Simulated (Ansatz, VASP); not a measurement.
# BAs in VASP and in Ansatz

```
B As
1.0
     0.00000    2.37428    2.48192
     2.37428    0.00000    2.48192
     2.37428    2.37428    0.00000
B As
1 1
Cartesian
  3.5614 3.5614 3.7229
  0.0000 0.0000 0.0000
```

Change from the starting cell: z stretched by +3 % at fixed volume.

Alike in both runs: task single point; functional LDA; k mesh 11 × 11 × 11; occupations fermi-dirac, width 0.01 eV; no spin polarisation.

```csv
,VASP,Ansatz
version,VASP 6.6.1,Ansatz 0.2.0
potentials or method,"VASP PAW LDA potentials, release 64 (B, As), cutoff 520 eV","all-electron LAPW, scalar-relativistic"
```

```tsv
	VASP	Ansatz	Ansatz less VASP
gap on the k mesh at the Fermi level (eV)	0.85	0.86	+0.009
pressure (GPa)	-6.5	-7.2	-0.73
traceless stress, the component that is largest in VASP (GPa)	-6.37	-6.40	-0.028
```

LDA's correlation is that of Perdew and Zunger in VASP and of Perdew and Wang (1992) in Ansatz. Ansatz ran all-electron here, and VASP with PAW potentials.
